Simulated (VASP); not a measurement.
# LiAl5: single point with PBE

The system is LiAl5.

```
Li Al
1.0
     2.89342    0.00000    0.00000
     0.00000    2.89342    0.00000
     0.00000    0.00000   12.28194
Li Al
1 5
Direct
  0.00000 0.00000 0.00000
  0.50000 0.50000 0.82618
  0.00000 0.00000 0.66357
  0.50000 0.50000 0.50000
  0.00000 0.00000 0.33643
  0.50000 0.50000 0.17382
```

This cell differs from its parent crystal: volume scaled by 1.03, then relaxed in part.

- Program: VASP 6.6.1
- Task: single point
- Functional: PBE
- Potentials or basis: VASP PAW PBE potentials, release 64 (Li_sv, Al)
- Cutoff: 520 eV
- k mesh: 12 × 12 × 4
- Occupations: gaussian, width 0.1 eV
- Spin: no spin polarisation
- Dipole correction: no
- Further INCAR settings: ALGO = Fast; EDIFF = 1e-06; NBANDS = 18

- Largest force: 0.004 eV/Å
- Band gap on the k mesh: zero (band 9 reaches 11.49 eV, above the bottom of band 10 at 4.83 eV)

Forces in eV/Å, atoms in the order of the input:
```
Li   0.000  0.000  0.000
Al   0.000  0.000 -0.004
Al   0.000  0.000  0.002
Al   0.000  0.000  0.000
Al   0.000  0.000 -0.002
Al   0.000  0.000  0.004
```

Levels at points of the mesh, in eV from the Fermi level:
| k point | band 7 | band 8 | band 9 | band 10 | band 11 | band 12 |
| --- | --- | --- | --- | --- | --- | --- |
| (0.00, 0.00, 0.00) | -2.08 | -0.04 | 4.98 | 5.38 | 5.52 | 5.52 |
| (0.50, 0.00, 0.00) | -4.14 | -2.28 | -2.10 | -1.67 | -0.07 | 1.90 |
| (0.50, 0.50, 0.00) | -1.39 | -0.79 | -0.79 | -0.72 | -0.41 | 0.56 |
| (0.00, 0.00, 0.50) | -3.23 | 1.58 | 2.49 | 5.40 | 5.54 | 5.54 |
| (0.50, 0.00, 0.50) | -4.06 | -3.20 | -2.22 | 0.02 | 0.08 | 0.34 |
| (0.50, 0.50, 0.50) | -1.39 | -0.83 | -0.51 | -0.51 | -0.38 | 0.63 |

Run time: 2.6 min on 1 thread of AMD EPYC 7R43 64-Core Processor (Zen 3) (shared host), peak memory 0.25 GiB.
